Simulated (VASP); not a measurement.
Set up this calculation in VASP 6.6.1, as the native input.

- Task: single point
- Functional: LDA
- Potentials or basis: VASP PAW LDA potentials, release 64 (Al)
- Cutoff: 520 eV
- k mesh: 8 × 8 × 11
- Occupations: fermi-dirac, width 0.1 eV
- Spin: no spin polarisation
- Dipole correction: no
- Further INCAR settings: ALGO = Normal; EDIFF = 1e-07; NBANDS = 12

The structure of Al lies in POSCAR:

```
Al
1.0
    4.5188008142      0.0000000000      0.0000000000
   -2.2594004071      3.9133962997      0.0000000000
    0.0000000000      0.0000000000      2.7958519765
Al
3
Direct
    1.0000000000      1.0000000000      0.0000000000
    0.3333333333      0.6666666667      0.5000000000
    0.6666666667      0.3333333333      0.5000000000
```

The input as run:

INCAR

```
  PREC = Accurate
  ENCUT = 520
  EDIFF = 1E-7
  ISMEAR = -1
  SIGMA = 0.1
  LREAL = False
  LASPH = True
  NELM = 80
  ALGO = Normal
  ISIF = 2
  LWAVE = False
  LCHARG = True
  LELF = True
  LVHAR = True
  NBANDS = 12
```

KPOINTS

```
regular mesh
0
Gamma
  8 8 11
```

Potentials or basis: VASP PAW LDA potentials, release 64 (Al).

The run is started by

```console
$ cat potpaw_LDA.64/Al/POTCAR > POTCAR
$ mpirun -np 1 vasp_std > vasp.out
```

Results of the run:

```json
{"Pressure": "0.1 GPa"}
```

It took 18 s on 1 thread of AMD EPYC 9R14 (Zen 4) (shared host), peak memory 0.13 GiB.
